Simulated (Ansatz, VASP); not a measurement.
SrO: VASP beside Ansatz

INCAR

```
SYSTEM = SrO
PREC = Accurate
ENCUT = 520
EDIFF = 1E-6
ISMEAR = 0
SIGMA = 0.022
LREAL = .False.
LASPH = .True.
NELM = 80
ALGO = Normal
ISIF = 2
LWAVE = .False.
LCHARG = .False.
GGA = PE
NBANDS = 15
```

File KPOINTS:

```
regular mesh
0
Gamma
  9 9 9
  0 0 0
```

Contents of POSCAR:

```
SrO
1.0
    0.0000000000      2.5663000000      2.5663000000
    2.5663000000      0.0000000000      2.5663000000
    2.5663000000      2.5663000000      0.0000000000
Sr O
1 1
Direct
    0.5000000000      0.5000000000      0.5000000000
    0.0000000000      0.0000000000      0.0000000000
```

File input.yaml:

```yaml
crystal:
  lattice:
    - [0.0, 2.5663, 2.5663]
    - [2.5663, 0.0, 2.5663]
    - [2.5663, 2.5663, 0.0]
  atoms:
    - { symbol: Sr, position: [0.5, 0.5, 0.5] }
    - { symbol: O, position: [0.0, 0.0, 0.0] }
kpoints:
  mp_grid: { grid: [9, 9, 9] }
scf:
  occupations: { method: gaussian, width: 0.022 }
hamiltonian:
  xc: pbe
  pseudopotentials: { kind: all_electron, lapw: { basis_error: 0.001 } }
output:
  forces: true
  stress: true
  eigenvalues: true
```

Alike in both runs: task single point; functional PBE; k mesh 9 × 9 × 9; occupations gaussian, width 0.022 eV; no spin polarisation.

|  | VASP | Ansatz |
| --- | --- | --- |
| version | VASP 6.6.1 | Ansatz 0.2.0 |
| potentials or method | VASP PAW PBE potentials, release 64 (Sr_sv, O), cutoff 520 eV | all-electron LAPW, scalar-relativistic |

Ansatz gave:

```
gap on the k mesh at the Fermi level (eV) : 3.37
least direct gap on the mesh (eV)         : 3.45
pressure (GPa)                            : 3.3
```

Problem. Estimate VASP's values.

Solution. gap on the k mesh at the Fermi level (eV): 3.32; least direct gap on the mesh (eV): 3.41; pressure (GPa): 3.9.

Ansatz ran all-electron here, and VASP with PAW potentials.
